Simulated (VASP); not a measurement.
A run of VASP 6.6.1:

File POSCAR:

```
C
1.0
    0.0000000000      1.6942300000      1.6942300000
    1.7834000000     -0.0891700000      1.7834000000
    1.7834000000      1.7834000000     -0.0891700000
C
2
Direct
    0.5000000000      0.5000000000      0.5000000000
    0.7500000000      0.7500000000      0.7500000000
```

Contents of INCAR.step1:

```
PREC = Accurate ; ENCUT = 520
ISMEAR = 0 ; SIGMA = 0.05
LREAL = F ; LASPH = T
NELM = 100 ; NBANDS = 11
GGA = PE ; ALGO = Normal
EDIFF = 1E-4 ; LWAVE = T
LCHARG = F
```

The input INCAR.step2:

```
PREC = Accurate ; ENCUT = 520
EDIFF = 1E-7 ; ISMEAR = 0
SIGMA = 0.05 ; LREAL = F
LASPH = T ; NELM = 100
ALGO = Normal ; ISIF = 2
LWAVE = F ; LCHARG = T
METAGGA = R2SCAN ; LMIXTAU = T
LELF = T ; LVHAR = T
NBANDS = 11 ; ISTART = 1
```

Contents of KPOINTS:

```
regular mesh
0
Gamma
  12 12 12
```

Potentials or basis: VASP PAW PBE potentials, release 64 (C).

Launch:

```console
$ cat potpaw_PBE.64/C/POTCAR > POTCAR
$ cp INCAR.step1 INCAR
$ mpirun -np 1 vasp_std > vasp.out
$ cp INCAR.step2 INCAR
$ mpirun -np 1 vasp_std > vasp.out
```

Hardware: 1 thread of Intel Xeon 8259CL, with other jobs on the host.

How long does it take, and how much memory?

Run time: 3.1 min on 1 thread of Intel Xeon 8259CL, with other jobs on the host, peak memory 0.14 GiB. Counts: k points 280.
